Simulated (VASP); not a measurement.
Set up this calculation in VASP 6.6.1, as the native input.

```yaml
Task: single point
Functional: LDA
Potentials_or_basis: VASP PAW LDA potentials, release 64 (Ir)
Cutoff: 520 eV
k_mesh: 18 × 18 × 10
Occupations: gaussian, width 0.15 eV
Spin: no spin polarisation
Dipole_correction: no
Further_INCAR_settings: ALGO = Fast; EDIFF = 1e-06; NBANDS = 16
```

The structure of Ir lies in POSCAR:

```
Ir
1.0
    2.7052421931      0.0000000000      0.0000000000
   -1.3526210966      2.3428084626      0.0000000000
    0.0000000000      0.0000000000      4.4593000000
Ir
2
Direct
    0.6666666667      0.3333333333      0.7500000000
    0.3333333333      0.6666666667      0.2500000000
```

This isn't the form of Ir at room conditions, which is fcc.

One way to write it, as run:

INCAR

```
SYSTEM = Ir
PREC = Accurate
ENCUT = 520
EDIFF = 1E-6
ISMEAR = 0
SIGMA = 0.15
LREAL = .False.
LASPH = .True.
NELM = 100
ALGO = Fast
ISIF = 2
LWAVE = .False.
LCHARG = .False.
GGA = CA
NBANDS = 16
```

KPOINTS

```
Automatic mesh
0
Gamma
  18 18 10
  0 0 0
```

Potentials or basis: VASP PAW LDA potentials, release 64 (Ir).

Command:

```bash
$ cat potpaw_LDA.64/Ir/POTCAR > POTCAR
$ mpirun -np 1 vasp_std > vasp.out
```

It gave:

```yaml
Pressure: -3.8 GPa
Band_gap_on_the_k_mesh: zero (bands 9 and 10 overlap by 3.45 eV)
```

Caveat: the stress differs along the axes, from -8 to -2 GPa; spin-orbit coupling is left out, which moves the levels of the heavy elements.

Run time: 50 s on 1 thread of AMD EPYC 9R45 96-Core Processor (Zen 5), with other jobs on the host, peak memory 0.17 GiB.
